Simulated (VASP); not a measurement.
Wanted: the native input for a VASP 6.6.1 run.

* Task: single point
* Functional: r2SCAN
* Potentials or basis: VASP PAW PBE potentials, release 64 (Sb)
* Cutoff: 520 eV
* k mesh: 13 × 13 × 13
* Occupations: fermi-dirac, width 0.1 eV
* Spin: no spin polarisation
* Dipole correction: no
* Further INCAR settings: ALGO = Normal; EDIFF = 1e-07; NBANDS = 8

Sb:

```
CELL_PARAMETERS angstrom
-1.81017 1.81017 1.81017
1.81017 -1.81017 1.81017
1.81017 1.81017 -1.81017
ATOMIC_POSITIONS crystal
Sb 0.00000 0.00000 0.00000
```

This cell differs from its parent crystal: volume scaled by 0.88.

These files were run (other wordings do the same):

POSCAR

```
Sb
1.0
   -1.8101656409      1.8101656409      1.8101656409
    1.8101656409     -1.8101656409      1.8101656409
    1.8101656409      1.8101656409     -1.8101656409
Sb
1
Direct
    0.0000000000      0.0000000000      0.0000000000
```

INCAR.step1

```
SYSTEM = Sb
PREC = Accurate
ENCUT = 520
ISMEAR = -1
SIGMA = 0.1
LREAL = .FALSE.
LASPH = .TRUE.
NELM = 80
NBANDS = 8
GGA = PE
ALGO = Normal
EDIFF = 1E-4
LWAVE = .TRUE.
LCHARG = .FALSE.
```

INCAR.step2

```
SYSTEM = Sb
PREC = Accurate
ENCUT = 520
EDIFF = 1E-7
ISMEAR = -1
SIGMA = 0.1
LREAL = .FALSE.
LASPH = .TRUE.
NELM = 80
ALGO = Normal
ISIF = 2
LWAVE = .FALSE.
LCHARG = .FALSE.
METAGGA = R2SCAN
LMIXTAU = .TRUE.
NBANDS = 8
ISTART = 1
```

KPOINTS

```
regular mesh
0
G
  13 13 13
  0 0 0
```

Potentials or basis: VASP PAW PBE potentials, release 64 (Sb).

The run is started by

```console
$ cat potpaw_PBE.64/Sb/POTCAR > POTCAR
$ cp INCAR.step1 INCAR
$ mpirun -np 1 vasp_std > vasp.out
$ cp INCAR.step2 INCAR
$ mpirun -np 1 vasp_std > vasp.out
```

Results of the run:

The pressure is 10.2 GPa.

Caveat: the PAW data sets were made with another functional, which shifts forces and pressure a little.

It took 3 min on 1 thread of AMD EPYC 7R13, on a shared host, peak memory 0.12 GiB.
